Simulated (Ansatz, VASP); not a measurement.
## PtS2: VASP beside Ansatz

```
CELL_PARAMETERS angstrom
2.48694 -4.14081 0.00000
2.48694 4.14081 0.00000
0.00000 0.00000 2.76854
ATOMIC_POSITIONS crystal
Pt 0.50000 0.50000 0.50000
S 0.00000 0.50000 0.50000
S 0.50000 0.00000 0.50000
```

Alike in both runs: functional PBE; k mesh 4 × 4 × 6; occupations gaussian, width 0.1 eV; no spin polarisation.

Ansatz relaxed the structure, and its values are those at the end. VASP's run is a single point on that final structure, the one shown.

|  | VASP | Ansatz |
| --- | --- | --- |
| version | VASP 6.6.1 | Ansatz 0.2.0 |
| potentials or method | VASP PAW PBE potentials, release 64 (Pt, S), cutoff 520 eV | scalar-relativistic, plane waves, PAW |
| valence electrons in the cell | 22 | 30 |

Ansatz gave:

```
gap on the k mesh at the Fermi level (eV) : none
pressure (GPa)                            : 0.0
```

Estimate VASP's values.

gap on the k mesh at the Fermi level (eV): none; pressure (GPa): -0.2.

A gap of «none» marks a metal or a gap that the smearing closes. The functional is the same, so the differences come from potentials, cutoffs and numerics. VASP's potentials hold 22 valence electrons a cell and Ansatz's 30, so a difference there can come from the potentials and not from the codes.

The k mesh is coarse, so the values compare programs but aren't converged. Neither program's run includes spin-orbit coupling.
